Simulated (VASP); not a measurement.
# CuSi16 (a cell with a defect) in VASP: a series of runs

The runs below take CuSi16 (a cell with a defect) through single point, with PBE.

Everything below comes from runs of VASP 6.6.1. Logs are shortened: lines on timing, memory, paths and dates and some standing lists are left out, and cuts for length are marked.

**1. The cell of the first run**

The cell holds a defect, 17 atoms: a = 7.679 Å, b = 7.679 Å, c = 7.679 Å, α = 60.00°, β = 60.00°, γ = 60.00°.

**2. Single point, PBE**

Contents of INCAR:

```
PREC = Accurate
ENCUT = 520
EDIFF = 1E-7
ISMEAR = 0
SIGMA = 0.05
LREAL = Auto
LASPH = T
NELM = 60
ALGO = Normal
ISIF = 2
LWAVE = F
LCHARG = T
GGA = PE
LELF = T
LVHAR = T
NELECT = 74.0
NBANDS = 52
```

Contents of KPOINTS:

```
regular mesh
0
Gamma
  2 2 2
```

Contents of POSCAR:

```
CuSi16
1.0
    0.0000000000      5.4300000000      5.4300000000
    5.4300000000      0.0000000000      5.4300000000
    5.4300000000      5.4300000000      0.0000000000
Si Cu
16 1
Direct
    0.0069386740      0.0021274401     -0.0147589319
    0.1216717311      0.1294601289      0.1188825967
   -0.0074000921     -0.0004337937      0.5076940147
    0.1284570902      0.1327629834      0.6108066298
    0.0063146409      0.5054385820     -0.0147949355
    0.1288982505      0.6291790976      0.1118540516
    0.0042685083      0.5047213628      0.4852856354
    0.1280043278      0.6274223757      0.6107616022
    0.4898186004     -0.0117753223      0.0352060773
    0.6311858195      0.1307626151      0.1197408840
    0.5008389503      0.0004619705      0.5074059853
    0.6125836096      0.1118348066      0.6637565378
    0.5018531308      0.5063284530     -0.0141339779
    0.6303251381      0.6199179558      0.1193411602
    0.5002883978      0.4916992634      0.5075191529
    0.6322973297      0.6280779926      0.6114424494
    0.7389083794      0.2358533149      0.2923496317
```

Potentials or basis: VASP PAW PBE potentials, release 64 (Si, Cu).

Command:

```bash
cat potpaw_PBE.64/Si/POTCAR potpaw_PBE.64/Cu/POTCAR > POTCAR
mpirun -np 1 vasp_std > vasp.out
```

OUTCAR:

```text
PREC = Accurate
   ENCUT = 520
   EDIFF = 1E-7
   ISMEAR = 0
   LREAL = Auto
   LASPH = T
   NELM = 60
   ISIF = 2
   GGA = PE
   NELECT = 74.0

 ion  position               nearest neighbor table
   1  0.007  0.002  0.985-   6 2.34   4 2.35   2 2.36  10 2.36  17 2.95
   2  0.122  0.129  0.119-   9 2.32   1 2.36   5 2.36  17 2.42   3 2.44
   3  0.993  1.000  0.508-   8 2.34   4 2.34  12 2.39   2 2.44  17 2.55
   4  0.128  0.133  0.611-   7 2.33   3 2.34  11 2.34   1 2.35
   5  0.006  0.505  0.985-   6 2.34   8 2.35   2 2.36  14 2.36  17 2.93
   6  0.129  0.629  0.112-   1 2.34  13 2.34   5 2.34   7 2.34
   7  0.004  0.505  0.485-   8 2.33   4 2.33  16 2.33   6 2.34
   8  0.128  0.627  0.611-   7 2.33   3 2.34  15 2.34   5 2.35
   9  0.490  0.988  0.035-   2 2.32  14 2.32  10 2.32  12 2.33
  10  0.631  0.131  0.120-   9 2.32  13 2.36   1 2.36  11 2.43  17 2.43
  11  0.501  0.000  0.507-  16 2.34   4 2.34  12 2.39  10 2.43  17 2.58
  12  0.613  0.112  0.664-  17 2.33   9 2.33  11 2.39  15 2.39   3 2.39
  13  0.502  0.506  0.986-   6 2.34  16 2.35  14 2.36  10 2.36  17 2.96
  14  0.630  0.620  0.119-   9 2.32  13 2.36   5 2.36  17 2.43  15 2.43
  15  0.500  0.492  0.508-  16 2.34   8 2.34  12 2.39  14 2.43  17 2.56
  16  0.632  0.628  0.611-   7 2.33  15 2.34  11 2.34  13 2.35
  17  0.739  0.236  0.292-  12 2.33   2 2.42  14 2.43  10 2.43   3 2.55  15 2.56  11 2.58   5 2.93
                             1 2.95  13 2.96

  LATTYP: Found a face centered cubic cell.
 ALAT       =    10.8600000000

  Lattice vectors:

 A1 = (   0.0000000000,   5.4300000000,   5.4300000000)
 A2 = (   5.4300000000,   0.0000000000,   5.4300000000)
 A3 = (   5.4300000000,   5.4300000000,   0.0000000000)

Analysis of symmetry for initial positions (statically):
=====================================================================
 Subroutine PRICEL returns:
 Original cell was already a primitive cell.

 Routine SETGRP: Setting up the symmetry group for a
 face centered cubic supercell.

 Subroutine GETGRP returns: Found  1 space group operations
 (whereof  1 operations were pure point group operations)
 out of a pool of 48 trial point group operations.

The static configuration has the point symmetry C_1 .

Analysis of symmetry for dynamics (positions and initial velocities):
=====================================================================
 Subroutine PRICEL returns:
 Original cell was already a primitive cell.

 Routine SETGRP: Setting up the symmetry group for a
 face centered cubic supercell.

 Subroutine GETGRP returns: Found  1 space group operations
 (whereof  1 operations were pure point group operations)
 out of a pool of 48 trial point group operations.

The dynamic configuration has the point symmetry C_1 .

 Subroutine INISYM returns: Found  1 space group operations
 (whereof  1 operations are pure point group operations),
 and found     1 'primitive' translations

----------------------------------------------------------------------------------------

                                     Primitive cell

  volume of cell :     320.2060

  direct lattice vectors                    reciprocal lattice vectors
     0.000000000  5.430000000  5.430000000    -0.092081031  0.092081031  0.092081031
     5.430000000  0.000000000  5.430000000     0.092081031 -0.092081031  0.092081031
     5.430000000  5.430000000  0.000000000     0.092081031  0.092081031 -0.092081031

  length of vectors
     7.679179644  7.679179644  7.679179644     0.159489025  0.159489025  0.159489025

  position of ions in fractional coordinates (direct lattice)
     0.006938674  0.002127440  0.985241068
     0.121671731  0.129460129  0.118882597
     0.992599908  0.999566206  0.507694015
     0.128457090  0.132762983  0.610806630
     0.006314641  0.505438582  0.985205065
     0.128898251  0.629179098  0.111854052
[... 9 lines left out ...]
     0.632297330  0.628077993  0.611442449
     0.738908379  0.235853315  0.292349632

  ion indices of the primitive-cell ions
   primitive index   ion index
                 1           1
                 2           2
                 3           3
                 4           4
                 5           5
                 6           6
[... 9 lines left out ...]
                16          16
                17          17

----------------------------------------------------------------------------------------

 KPOINTS: regular mesh

Automatic generation of k-mesh.
 Grid dimensions read from file:
 generate k-points for:    2    2    2

 Generating k-lattice:

  Cartesian coordinates                     Fractional coordinates (reciprocal lattice)
    -0.046040516  0.046040516  0.046040516     0.500000000  0.000000000  0.000000000
     0.046040516 -0.046040516  0.046040516     0.000000000  0.500000000  0.000000000
     0.046040516  0.046040516 -0.046040516     0.000000000  0.000000000  0.500000000

  Length of vectors
     0.079744512  0.079744512  0.079744512

  Shift w.r.t. Gamma in fractional coordinates (k-lattice)
     0.000000000  0.000000000  0.000000000

 Subroutine IBZKPT returns following result:
 ===========================================

 Found      8 irreducible k-points:

 Following reciprocal coordinates:
            Coordinates               Weight
  0.000000  0.000000  0.000000      1.000000
  0.500000  0.000000  0.000000      1.000000
  0.000000  0.500000  0.000000      1.000000
  0.000000  0.000000  0.500000      1.000000
  0.500000  0.500000  0.500000      1.000000
  0.500000  0.500000  0.000000      1.000000
  0.000000  0.500000  0.500000      1.000000
  0.500000  0.000000  0.500000      1.000000
   k-points           NKPTS =      8   k-points in BZ     NKDIM =      8   number of bands    NBANDS=     52
   number of dos      NEDOS =    301   number of ions     NIONS =     17
   total plane-waves  NPLWV = 216000
   dimension x,y,z NGX =    60 NGY =   60 NGZ =   60
   dimension x,y,z NGXF=   120 NGYF=  120 NGZF=  120
   ions per type =              16   1
   NGX,Y,Z   is equivalent  to a cutoff of  12.99, 12.99, 12.99 a.u.
   NGXF,Y,Z  is equivalent  to a cutoff of  25.98, 25.98, 25.98 a.u.
 SYSTEM =  unknown system
   PREC   = accura    normal or accurate (medium, high low for compatibility)
   ISTART =      0    job   : 0-new  1-cont  2-samecut
   ICHARG =      2    charge: 1-file 2-atom 10-const
   ISPIN  =      1    spin polarized calculation?
   LNONCOLLINEAR =      F non collinear calculations
   LSORBIT =      F    spin-orbit coupling
   LASPH  =      T    aspherical Exc in radial PAW
   ENCUT  =  520.0 eV  38.22 Ry    6.18 a.u.  14.28 14.28 14.28*2*pi/ulx,y,z
   NELM   =     60;   NELMIN=  2; NELMDL= -5     # of ELM steps
   EDIFF  = 0.1E-06   stopping-criterion for ELM
   LREAL  =      T    real-space projection
   EDIFFG = 0.1E-05   stopping-criterion for IOM
   NSW    =      0    number of steps for IOM
   IBRION =     -1    ionic relax: 0-MD 1-quasi-New 2-CG
   NFREE  =      0    steps in history (QN), initial steepest desc. (CG)
   ISIF   =      2    stress and relaxation
   ISYM   =      2    0-nonsym 1-usesym 2-fastsym
   POTIM  = 0.5000    time-step for ionic-motion
   TEBEG  =    0.0;   TEEND  =   0.0 temperature during run
   PSTRESS=    0.0 pullay stress
   NELECT =      74.0000    total number of electrons
   NUPDOWN=      -1.0000    fix difference up-down
   EMIN   =  10.00;   EMAX   =-10.00  energy-range for DOS
   EFERMI =   0.00;   METHOD = LEGACY
   ISMEAR =     0;   SIGMA  =   0.05  broadening in eV -4-tet -1-fermi 0-gaus
   EFERMI_NEDOS =   21; number of points for ismear=-14 and -15
   IALGO  =     38    algorithm
   IMIX   =      4    mixing-type and parameters
     AMIX     =   0.40;   BMIX     =  1.00
     AMIX_MAG =   1.60;   BMIX_MAG =  1.00
  volume/ion in A,a.u.               =      18.84       127.11
  Fermi-wavevector in a.u.,A,eV,Ry     =   1.004636  1.898488 13.732283  1.009294
  Thomas-Fermi vector in A             =   2.137265
   LORBIT       =      0    0 simple, 1 ext, 2 COOP (PROOUT), +10 PAW based schemes
   GGA     = PE    functional components
   LHFCALC =     F    Hartree Fock is set to
   AEXX    =    0.0000 exact exchange contribution
   IVDW    =     0    specifies the selected vdW correction
   LEPSILON=     F    determine dielectric tensor
   LRPA    =     F    only Hartree local field effects (RPA)
 non-spin polarized calculation
 Gauss-broadening in eV      SIGMA  =   0.05
  energy-cutoff  :      520.00
  volume of cell :      320.21
 maximum number of plane-waves:      8646
 NGX is ok and might be reduce to    60
   NGX = 29   NGY = 29   NGZ = 29

 number of electron      74.0000001 magnetization

 Free energy of the ion-electron system (eV)
  ---------------------------------------------------
  ext. energy  EPLUGINS =         0.00000000
  ---------------------------------------------------
  free energy    TOTEN  =       -94.22042925 eV

  energy without entropy =      -94.22042923  energy(sigma->0) =      -94.22042924

 E-fermi :   6.3806     XC(G=0):  -9.6084

 val. band max:        6.1975252318   @ k =   0.0000   0.0000   0.0000
 cond. band min:       6.5617429382   @ k =   0.0000   0.0000   0.0000
 fundamental gap:      0.3642177063
 Fermi energy:         6.3805687585

 k-point     1 :       0.0000    0.0000    0.0000
  band No.  band energies     occupation
      1      -5.8942      2.00000
      2      -3.5490      2.00000
      3      -3.5043      2.00000
      4      -3.4711      2.00000
      5      -3.4704      2.00000
      6      -2.0433      2.00000
[... 41 lines left out ...]
     48       8.4533      0.00000
     49       8.7569      0.00000

 k-point     2 :       0.5000    0.0000    0.0000
  band No.  band energies     occupation
      1      -5.2244      2.00000
      2      -4.9343      2.00000
      3      -3.2962      2.00000
      4      -3.2643      2.00000
      5      -3.1628      2.00000
      6      -3.0394      2.00000
[... 304 lines left out ...]
 k-point     8 :       0.5000    0.0000    0.5000
  band No.  band energies     occupation
      1      -4.9305      2.00000
      2      -4.7228      2.00000
      3      -3.8696      2.00000
      4      -3.7761      2.00000
      5      -3.7467      2.00000
      6      -3.7375      2.00000
[... 41 lines left out ...]
     48      10.5029      0.00000
     49      10.5041      0.00000
 [bands above 49 left out]

------------------------ aborting loop because EDIFF is reached ----------------------------------------

  FORCE on cell =-STRESS in cart. coord.  units (eV):
  Direction    XX          YY          ZZ          XY          YZ          ZX
  --------------------------------------------------------------------------------------
  -------------------------------------------------------------------------------------
  Total       -1.8481199     -1.8127564     -1.9019674      0.1786920     -0.2147640     -0.2442507
  in kB       -9.2472213     -9.0702770     -9.5166514      0.8941001     -1.0745895     -1.2221284
  external PRESSURE =      -9.2780499 kB  Pullay stress =       0.0000000 kB

 VOLUME and BASIS-vectors are now :
 -----------------------------------------------------------------------------
  energy-cutoff  :      520.00
  volume of cell :      320.21
      direct lattice vectors                 reciprocal lattice vectors
     0.000000000  5.430000000  5.430000000    -0.092081031  0.092081031  0.092081031
     5.430000000  0.000000000  5.430000000     0.092081031 -0.092081031  0.092081031
     5.430000000  5.430000000  0.000000000     0.092081031  0.092081031 -0.092081031

 POSITION                                       TOTAL-FORCE (eV/Angst)
 -----------------------------------------------------------------------------------
      5.36141      5.38754      0.04923         0.003152      0.003812     -0.003418
      1.34850      1.30621      1.36365         0.001344      0.012430      0.001573
      8.18442      8.14660     10.81746        -0.008586     -0.003457      0.009212
      4.03758      4.01420      1.41842         0.004282      0.003709      0.000111
      8.09420      5.38395      2.77882         0.004059      0.004095     -0.003378
      4.02381      1.30729      4.11636        -0.002612     -0.000046      0.001749
[... 9 lines left out ...]
      6.73060      6.75351      6.84384        -0.002700      0.001796      0.003989
      2.86814      5.59973      5.29296        -0.002383     -0.012023     -0.002546
 -----------------------------------------------------------------------------------
    total drift:                                0.002453      0.002999     -0.000931

  FREE ENERGIE OF THE ION-ELECTRON SYSTEM (eV)
  ---------------------------------------------------
  free  energy   TOTEN  =       -94.2204292485 eV

  energy  without entropy=      -94.2204292344  energy(sigma->0) =      -94.22042924
```

Wall time 5.4 min (1 thread of Intel Xeon Platinum 8488C (Sapphire Rapids), shared host); peak memory 0.49 GiB.

Results:

| Quantity | Value |
| --- | --- |
| Free energy | -94.2204 eV |
| Largest force | 0.013 eV/Å |

Forces in eV/Å, atoms in the order of the input:
```
Si   0.003  0.004 -0.003
Si   0.001  0.012  0.002
Si  -0.009 -0.003  0.009
Si   0.004  0.004  0.000
Si   0.004  0.004 -0.003
Si  -0.003  0.000  0.002
Si   0.000  0.003  0.001
Si   0.001  0.003 -0.005
Si  -0.006 -0.003  0.006
Si  -0.003 -0.004 -0.007
Si   0.002 -0.002 -0.004
Si   0.002 -0.002  0.001
Si  -0.001 -0.001  0.000
Si   0.009 -0.002  0.002
Si   0.001 -0.003 -0.001
Si  -0.003  0.002  0.004
Cu  -0.002 -0.012 -0.003
```

Levels at points of the mesh, in eV from the Fermi level:
```
           k point  band 33  band 34  band 35  band 36  band 37  band 38  band 39  band 40  band 41  band 42
(0.00, 0.00, 0.00)    -0.89    -0.88    -0.65    -0.19    -0.18     0.18     0.61     0.61     0.64     0.65
(0.50, 0.00, 0.00)    -2.00    -0.89    -0.84    -0.76    -0.68     0.59     1.09     1.29     1.33     1.50
(0.00, 0.50, 0.00)    -2.00    -0.89    -0.84    -0.76    -0.67     0.59     1.09     1.28     1.33     1.50
(0.00, 0.00, 0.50)    -2.00    -0.92    -0.91    -0.72    -0.72     0.42     1.26     1.34     1.34     1.44
(0.50, 0.50, 0.50)    -2.00    -0.89    -0.84    -0.76    -0.66     0.59     1.08     1.28     1.33     1.50
(0.50, 0.50, 0.00)    -1.83    -1.51    -1.44    -1.40    -0.96     0.67     1.06     2.03     2.07     2.14
(0.00, 0.50, 0.50)    -1.82    -1.52    -1.43    -1.41    -0.95     0.67     1.06     2.03     2.07     2.14
(0.50, 0.00, 0.50)    -1.82    -1.52    -1.43    -1.41    -0.95     0.67     1.06     2.03     2.08     2.14
```

Caveat: the k points lie up to 0.50 Å⁻¹ apart; the cell carries a net charge on a neutralising background, which shifts energy and pressure; the cell is charged against a uniform background, so pressure and absolute levels hang on convention.

(Part 1 of 2 ends here.)
